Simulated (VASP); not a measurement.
Wanted: the native input for a VASP 6.6.1 run.

- Task: single point
- Functional: revPBE
- Potentials or basis: VASP PAW PBE potentials, release 64 (Yb)
- Cutoff: 520 eV
- k mesh: 12 × 12 × 12
- Occupations: fermi-dirac, width 0.1 eV
- Spin: no spin polarisation
- Dipole correction: no
- Further INCAR settings: ALGO = Normal; EDIFF = 1e-06; NBANDS = 18

The structure of Yb lies in POSCAR:

```
Yb
1.0
   -2.1777016510      2.1777016510      2.1777016510
    2.1777016510     -2.1777016510      2.1777016510
    2.1777016510      2.1777016510     -2.1777016510
Yb
1
Direct
    0.0000000000      0.0000000000      0.0000000000
```

This cell differs from its parent crystal: volume scaled by 1.12.

These files were run (other wordings do the same):

INCAR

```
SYSTEM = Yb
  PREC = Accurate
  ENCUT = 520
  EDIFF = 1E-6
  ISMEAR = -1
  SIGMA = 0.1
  LREAL = .FALSE.
  LASPH = .TRUE.
  NELM = 60
  ALGO = Normal
  ISIF = 2
  LWAVE = .FALSE.
  LCHARG = .TRUE.
  GGA = RE
  LELF = .TRUE.
  LVHAR = .TRUE.
  NBANDS = 18
```

KPOINTS

```
Automatic mesh
0
G
  12 12 12
  0 0 0
```

Potentials or basis: VASP PAW PBE potentials, release 64 (Yb).

Run with:

```sh
$ cat potpaw_PBE.64/Yb/POTCAR > POTCAR
$ mpirun -np 1 vasp_std > vasp.out
```

Results of the run:

```yaml
Pressure: -1.5 GPa
Band_gap_on_the_k_mesh: zero (band 12 reaches 1.58 eV, above the bottom of band 13 at 0.98 eV)
```

Caveat: the PAW data sets were made with another functional, which shifts forces and pressure a little; spin-orbit coupling is left out, which moves the levels of the heavy elements.

Run time: 4.4 min on 1 thread of AMD EPYC 7R13 Processor (Zen 3), on a shared host, peak memory 0.17 GiB.
